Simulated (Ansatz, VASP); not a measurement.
Two plane-wave programs on Hf

```
Hf
1.0
     3.37465    0.00000    0.00000
    -1.68732    2.92253    0.00000
     0.00000    0.00000    4.53845
Hf
2
Direct
  0.33333 0.66667 0.25000
  0.66667 0.33333 0.75000
```

Alike in both runs: task single point; functional LDA; k mesh 21 × 21 × 10; occupations gaussian, width 0.15 eV; no spin polarisation.

|  | VASP | Ansatz |
| --- | --- | --- |
| version | VASP 6.6.1 | Ansatz 0.2.0 |
| potentials or method | VASP PAW LDA potentials, release 64 (Hf_pv), cutoff 520 eV | scalar-relativistic, plane waves, PAW |
| valence electrons in the cell | 20 | 52 |

```csv
,VASP,Ansatz,Ansatz less VASP
gap on the k mesh at the Fermi level (eV),none,none,-
pressure (GPa),-6.1,-6.1,-0.02
"traceless stress, the component that is largest in VASP (GPa)",9.71,9.73,+0.015
```

LDA's correlation is that of Perdew and Zunger in VASP and of Perdew and Wang (1992) in Ansatz. A gap of «none» marks a metal or a gap that the smearing closes. VASP's potentials hold 20 valence electrons a cell and Ansatz's 52, so a difference there can come from the potentials and not from the codes.

Spin-orbit coupling is off throughout.
